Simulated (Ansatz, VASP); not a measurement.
**One calculation of TaN, two programs**

Contents of INCAR:

```
PREC = Accurate
ENCUT = 520
EDIFF = 1E-7
ISMEAR = 0
SIGMA = 0.15
LREAL = F
LASPH = T
NELM = 60
ALGO = Normal
ISIF = 2
LWAVE = F
LCHARG = F
GGA = PS
NBANDS = 15
```

The input KPOINTS:

```
regular mesh
0
Gamma
  21 21 18
```

Contents of POSCAR:

```
TaN
1.0
    2.8660288249      0.0000000000      0.0000000000
   -1.4330144124      2.4820537703      0.0000000000
    0.0000000000      0.0000000000      2.9881216528
Ta N
1 1
Direct
    0.3333333333      0.6666666667      0.5000000000
    0.0000000000      0.0000000000      0.0000000000
```

Input for Ansatz:

```yaml
crystal:
  lattice:
    - [2.8660288249, 0.0, 0.0]
    - [-1.4330144124, 2.4820537703, 0.0]
    - [0.0, 0.0, 2.9881216528]
  atoms:
    - { symbol: Ta, position: [0.3333333333, 0.6666666667, 0.5] }
    - { symbol: "N", position: [0.0, 0.0, 0.0] }
basis:
  ecutwfc: 520.0
kpoints:
  mp_grid: { grid: [21, 21, 18] }
hamiltonian:
  xc: pbesol
scf:
  occupations: { method: gaussian, width: 0.15 }
output:
  forces: true
  stress: true
  eigenvalues: true
```

Alike in both runs: task single point; functional PBEsol; k mesh 21 × 21 × 18; occupations gaussian, width 0.15 eV; no spin polarisation.

|  | VASP | Ansatz |
| --- | --- | --- |
| version | VASP 6.6.1 | Ansatz 0.2.0 |
| potentials or method | VASP PAW PBE potentials, release 64 (Ta_pv, N), cutoff 520 eV | scalar-relativistic, plane waves, PAW |
| valence electrons in the cell | 16 | 18 |

Ansatz gave:

| Quantity | Value |
| --- | --- |
| gap on the k mesh at the Fermi level (eV) | none |
| pressure (GPa) | -0.9 |
| traceless stress, the component that is largest in VASP (GPa) | -25.79 |

**Question.** Estimate VASP's values.

**Answer.** gap on the k mesh at the Fermi level (eV): none; pressure (GPa): -0.1; traceless stress, the component that is largest in VASP (GPa): -25.67.

VASP's potentials were made for PBE, not for PBEsol. A gap of «none» marks a metal or a gap that the smearing closes. VASP's potentials hold 16 valence electrons a cell and Ansatz's 18, so a difference there can come from the potentials and not from the codes.

Spin-orbit coupling is off throughout.
